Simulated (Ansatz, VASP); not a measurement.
## One calculation of SnO, two programs

```
Sn O
1.0
     3.86776    0.00000    0.00000
     0.00000    3.86776    0.00000
     0.00000    0.00000    5.06998
Sn O
2 2
Direct
  0.00000 0.50000 0.22871
  0.50000 0.00000 0.77129
  0.00000 0.00000 0.00000
  0.50000 0.50000 0.00000
```

Alike in both runs: task single point; functional r2SCAN; k mesh 10 × 10 × 8; occupations gaussian, width 0.02 eV; no spin polarisation.

```csv
,VASP,Ansatz
version,VASP 6.6.1,Ansatz 0.2.0
potentials or method,"VASP PAW PBE potentials, release 64 (Sn_d, O), cutoff 660 eV","scalar-relativistic, plane waves, PAW"
valence electrons in the cell,40,40
```

|  | VASP | Ansatz | Ansatz less VASP |
| --- | --- | --- | --- |
| gap on the k mesh at the Fermi level (eV) | 0.68 | 0.67 | -0.006 |
| least direct gap on the mesh (eV) | 2.26 | 2.29 | +0.033 |

VASP's potentials were made for PBE, not for r2SCAN.
